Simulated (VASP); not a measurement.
Wanted: the native input for a VASP 6.6.1 run.

* Task: single point
* Functional: PBEsol
* Potentials or basis: VASP PAW PBE potentials, release 64 (Sr_sv)
* Cutoff: 520 eV
* k mesh: 4 × 4 × 4
* Occupations: gaussian, width 0.1 eV
* Spin: no spin polarisation
* Dipole correction: no
* Further INCAR settings: ALGO = Normal; EDIFF = 1e-06; NBANDS = 17

The structure of Sr lies in POSCAR:

```
Sr
1.0
    0.0000000000      4.0263327112      4.0263327112
    4.0263327112      0.0000000000      4.0263327112
    4.0263327112      4.0263327112      0.0000000000
Sr
2
Direct
    0.5000000000      0.5000000000      0.5000000000
    0.7500000000      0.7500000000      0.7500000000
```

This isn't the form of Sr at room conditions, which is fcc.

One way to write it, as run:

INCAR

```
PREC = Accurate
ENCUT = 520
EDIFF = 1E-6
ISMEAR = 0
SIGMA = 0.1
LREAL = False
LASPH = True
NELM = 60
ALGO = Normal
ISIF = 2
LWAVE = False
LCHARG = False
GGA = PS
NBANDS = 17
```

KPOINTS

```
Automatic mesh
0
Gamma
  4 4 4
```

Potentials or basis: VASP PAW PBE potentials, release 64 (Sr_sv).

The run is started by

```console
$ cat potpaw_PBE.64/Sr_sv/POTCAR > POTCAR
$ mpirun -np 1 vasp_std > vasp.out
```

It gave:

```yaml
Pressure: 1.7 GPa
Band_gap_on_the_k_mesh: zero (bands 10 and 11 overlap by 1.07 eV)
```

Caveat: the PAW data sets were made with another functional, which shifts forces and pressure a little.

Run time: 38 s on 1 thread of Intel Xeon 8259CL, with other jobs on the host, peak memory 0.22 GiB.
